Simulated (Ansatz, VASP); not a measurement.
## NaCl: VASP beside Ansatz

```xyz
2
Lattice="0.0327 2.8027 2.8027 2.8027 0.0327 2.8027 2.8354 2.8354 0.0000" Properties=species:S:1:pos:R:3 pbc="T T T"
Na    0.0000    0.0000    0.0000
Cl    2.8354    2.8354    2.8027
```

Change from the starting cell: shear_xy strain +2.3%.

Alike in both runs: task single point; functional r2SCAN; k mesh 8 × 8 × 8; no spin polarisation.

|  | VASP | Ansatz |
| --- | --- | --- |
| version | VASP 6.6.1 | Ansatz 0.2.0 |
| potentials or method | VASP PAW PBE potentials, release 64 (Na_pv, Cl) | plane waves, PAW |
| plane-wave cutoff (eV) | 520 | 500 |
| occupations | gaussian, width 0.01 eV | fixed |
| valence electrons in the cell | 14 | 16 |

Ansatz gave:

| Item | Value |
| --- | --- |
| gap on the k mesh at the Fermi level (eV) | 5.93 |
| pressure (GPa) | 0.0 |
| traceless stress, the component that is largest in VASP (GPa) | -0.32 |

Estimate VASP's values.

gap on the k mesh at the Fermi level (eV): 5.95; pressure (GPa): -0.1; traceless stress, the component that is largest in VASP (GPa): -0.37.

VASP's potentials were made for PBE, not for r2SCAN. VASP's potentials hold 14 valence electrons a cell and Ansatz's 16, so a difference there can come from the potentials and not from the codes.
